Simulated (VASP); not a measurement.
# BP (F-43m) in VASP: elastic constants with LDA

Aim: the elastic constants of BP with LDA.

All numbers are computed with VASP 6.6.1; they aren't measurements. Logs are shortened: lines on timing, memory, paths and dates and some standing lists are left out, and cuts for length are marked.

## (1) The cell of the first run

It takes space group F-43m (No. 216, cubic). Conventional cell: a = 4.490 Å, b = 4.490 Å, c = 4.490 Å, α = 90.00°, β = 90.00°, γ = 90.00°. Within 2.6 Å of B (site symmetry -43m) lie 4 P at 1.94 Å. P (site symmetry -43m) has 4 B at 1.94 Å within 2.6 Å.

## (2) Elastic constants, LDA

INCAR

```
SYSTEM = BP
ALGO = Normal ; EDIFF = 1E-8
ENCUT = 600 ; IBRION = 6
ISIF = 3 ; ISMEAR = 0
LASPH = .TRUE. ; LCHARG = .FALSE.
LREAL = .FALSE. ; LWAVE = .FALSE.
NELM = 80 ; NFREE = 2
NSW = 1 ; POTIM = 0.015
PREC = Accurate ; SIGMA = 0.01
```

KPOINTS

```
k-points
0
G
  10 10 10
  0 0 0
```

POSCAR

```
BP
1.0
    0.0000000000      2.2452369428      2.2452369428
    2.2452369428      0.0000000000      2.2452369428
    2.2452369428      2.2452369428      0.0000000000
B P
1 1
Direct
    0.0000000000      0.0000000000      0.0000000000
    0.2500000000      0.2500000000      0.2500000000
```

Potentials or basis: VASP PAW LDA potentials, release 64 (B, P).

Run with:

```console
$ cat potpaw_LDA.64/B/POTCAR potpaw_LDA.64/P/POTCAR > POTCAR
$ mpirun -np 1 vasp_std > vasp.out
```

OUTCAR:

```text
SYSTEM = BP
   EDIFF = 1E-8
   ENCUT = 600
   IBRION = 6
   ISIF = 3
   ISMEAR = 0
   LASPH = .TRUE.
   LREAL = .FALSE.
   NELM = 80
   NFREE = 2
   NSW = 1
   POTIM = 0.015
   PREC = Accurate

 ion  position               nearest neighbor table
   1  0.000  0.000  0.000-   2 1.94   2 1.94   2 1.94   2 1.94
   2  0.250  0.250  0.250-   1 1.94   1 1.94   1 1.94   1 1.94

  LATTYP: Found a face centered cubic cell.
 ALAT       =     4.4904738856

  Lattice vectors:

 A1 = (   0.0000000000,   2.2452369428,   2.2452369428)
 A2 = (   2.2452369428,   0.0000000000,   2.2452369428)
 A3 = (   2.2452369428,   2.2452369428,   0.0000000000)

Analysis of symmetry for initial positions (statically):
=====================================================================
 Subroutine PRICEL returns:
 Original cell was already a primitive cell.

 Routine SETGRP: Setting up the symmetry group for a
 face centered cubic supercell.

 Subroutine GETGRP returns: Found 24 space group operations
 (whereof 24 operations were pure point group operations)
 out of a pool of 48 trial point group operations.

The static configuration has the point symmetry T_d .

Analysis of symmetry for dynamics (positions and initial velocities):
=====================================================================
 Subroutine PRICEL returns:
 Original cell was already a primitive cell.

 Routine SETGRP: Setting up the symmetry group for a
 face centered cubic supercell.

 Subroutine GETGRP returns: Found 24 space group operations
 (whereof 24 operations were pure point group operations)
 out of a pool of 48 trial point group operations.

The dynamic configuration has the point symmetry T_d .

 Subroutine INISYM returns: Found 24 space group operations
 (whereof 24 operations are pure point group operations),
 and found     1 'primitive' translations
[... 345 lines left out ...]
  band No.  band energies     occupation
      1      -7.8846      2.00000
      2       7.6685      2.00000
      3       7.7874      2.00000
      4       7.9041      2.00000
      5      11.1372      0.00000
      6      11.2140      0.00000
      7      11.2938      0.00000
      8      15.6407      0.00000
[... 243 lines left out ...]
 k-point    24 :       0.4000    0.3000    0.0000
  band No.  band energies     occupation
      1      -4.8656      2.00000
      2       1.6035      2.00000
      3       3.6570      2.00000
      4       4.1805      2.00000
      5       9.5196      0.00000
      6      11.3230      0.00000
      7      17.4182      0.00000
      8      17.4405      0.00000

 [... further k-points ...]
[... 5 lines left out ...]
  --------------------------------------------------------------------------------------
  -------------------------------------------------------------------------------------
  Total       -0.0148016     -0.0106232     -0.0106232      0.0000000      0.1211892      0.0000000
  in kB       -1.0476174     -0.7518814     -0.7518814      0.0000000      8.5774458      0.0000000
  external PRESSURE =      -0.8504601 kB  Pullay stress =       0.0000000 kB
[... 17 lines left out ...]
  FREE ENERGIE OF THE ION-ELECTRON SYSTEM (eV)
  ---------------------------------------------------
  free  energy   TOTEN  =       -14.3988105287 eV

  energy  without entropy=      -14.3988105287  energy(sigma->0) =      -14.39881053

 INTERNAL STRAIN TENSORS FROM STRAINED CELLS
 ============================================

 INTERNAL STRAIN TENSOR FOR ION    1 for displacements in x,y,z  (eV/Angst):
          X           Y           Z          XY          YZ          ZX
  --------------------------------------------------------------------------------
  x    -0.00000     0.00000     0.00000    -0.00000     8.09003    -0.00000
  y     0.00000    -0.00000     0.00000    -0.00000     0.00000     8.08996
  z     0.00000     0.00000     0.00000     8.08880     0.00000    -0.00000

 INTERNAL STRAIN TENSORS FROM DISPLACED ATOMS
 ============================================

 INTERNAL STRAIN TENSOR FOR ION    1 for displacements in x,y,z  (eV/Angst):
          X           Y           Z          XY          YZ          ZX
  --------------------------------------------------------------------------------
  x     0.00000     0.00000     0.00000     0.00000     8.08820     0.00000
  y     0.00000     0.00000     0.00000     0.00000     0.00000     8.08820
  z     0.00000     0.00000     0.00000     8.08820     0.00000     0.00000

 INTERNAL STRAIN TENSOR FOR ION    2 for displacements in x,y,z  (eV/Angst):
          X           Y           Z          XY          YZ          ZX
  --------------------------------------------------------------------------------
  x     0.00000     0.00000     0.00000     0.00000    -8.08157     0.00000
  y    -0.00000    -0.00000    -0.00000     0.00000     0.00000    -8.08157
  z     0.00000     0.00000     0.00000    -8.08157     0.00000     0.00000

 Eigenvectors and eigenvalues of the dynamical matrix
 ----------------------------------------------------

   1 f  =   24.554858 THz   154.282721 2PiTHz  819.061890 cm-1   101.550686 meV
             X         Y         Z           dx          dy          dz
      0.000000  0.000000  0.000000     0.860968   -0.000000    0.000000
      1.122618  1.122618  1.122618    -0.508660    0.000000    0.000000
[... 21 lines left out ...]
   6 f/i=    0.000159 THz     0.000999 2PiTHz    0.005301 cm-1     0.000657 meV
             X         Y         Z           dx          dy          dz
      0.000000  0.000000  0.000000    -0.051302   -0.367880   -0.347516
      1.122618  1.122618  1.122618    -0.086834   -0.622681   -0.588212

--------------------------------------------------------------------------------------------------------

 ELASTIC MODULI CONTR FROM IONIC RELAXATION (kBar)
 Direction    XX          YY          ZZ          XY          YZ          ZX
 --------------------------------------------------------------------------------
 XX          -0.0000     -0.0000     -0.0000      0.0000      0.0000     -0.0000
 YY          -0.0000     -0.0000     -0.0000      0.0000      0.0000     -0.0000
 ZZ          -0.0000     -0.0000     -0.0000      0.0000      0.0000     -0.0000
 XY           0.0000      0.0000      0.0000   -234.0037     -0.0000      0.0000
 YZ           0.0000      0.0000      0.0000     -0.0000   -234.0037      0.0000
 ZX          -0.0000     -0.0000     -0.0000      0.0000      0.0000   -234.0037
 --------------------------------------------------------------------------------

 TOTAL ELASTIC MODULI (kBar)
 Direction    XX          YY          ZZ          XY          YZ          ZX
 --------------------------------------------------------------------------------
 XX        3582.5367    838.4763    838.4763      0.0000     -0.0000     -0.0000
 YY         838.4763   3582.5367    838.4763      0.0000      0.0000      0.0000
 ZZ         838.4763    838.4763   3582.5367     -0.0000      0.0000     -0.0000
 XY           0.0000      0.0000     -0.0000   1947.5929     -0.0000      0.0000
 YZ          -0.0000      0.0000      0.0000     -0.0000   1947.5929      0.0000
 ZX          -0.0000      0.0000     -0.0000      0.0000      0.0000   1947.5929
 --------------------------------------------------------------------------------
```

OSZICAR:

```text
N       E                     dE             d eps       ncg     rms          rms(c)
DAV:   1     0.110411071728E+02    0.11041E+02   -0.45348E+03   752   0.100E+03
DAV:   2    -0.150097505951E+02   -0.26051E+02   -0.25077E+02  1200   0.121E+02
DAV:   3    -0.153006962385E+02   -0.29095E+00   -0.29095E+00   880   0.164E+01
DAV:   4    -0.153013896963E+02   -0.69346E-03   -0.69346E-03  1208   0.821E-01
[... 174 lines left out ...]
DAV:   3    -0.143988126367E+02    0.10079E-03   -0.17140E-04  3344   0.944E-02    0.275E-02
DAV:   4    -0.143988113803E+02    0.12564E-05   -0.15289E-05  3928   0.346E-02    0.563E-03
DAV:   5    -0.143988105071E+02    0.87317E-06   -0.34548E-06  3640   0.125E-02    0.978E-04
DAV:   6    -0.143988105279E+02   -0.20705E-07   -0.18008E-07  3304   0.376E-03    0.690E-04
DAV:   7    -0.143988105287E+02   -0.83003E-09   -0.18210E-09  2440   0.376E-04
  17 F= -.14398811E+02 E0= -.14398811E+02  d E =-.138250E-15
```

It took 13 min on 1 thread of Intel Xeon 8259CL, shared host; peak memory 0.26 GiB.

What came out:

```
Elastic constants C11, C12, C44                         : 358, 84, 195 GPa
Voigt bulk modulus                                      : 175 GPa
Highest phonon frequency at Γ, LO-TO splitting left out : 819 cm⁻¹
```

Phonon frequencies in cm⁻¹ (negative: imaginary):
```tsv
q point	frequencies
(0.000, 0.000, 0.000)	0 0 0 819 819 819
```

Elastic tensor in Voigt notation (GPa, in the Cartesian axes of the cell as first typed):
```
358  84  84   0   0   0
 84 358  84   0   0   0
 84  84 358   0   0   0
  0   0   0 195   0   0
  0   0   0   0 195   0
  0   0   0   0   0 195
```

Clamped-ion elastic tensor (GPa):
```
358  84  84   0   0   0
 84 358  84   0   0   0
 84  84 358   0   0   0
  0   0   0 218   0   0
  0   0   0   0 218   0
  0   0   0   0   0 218
```
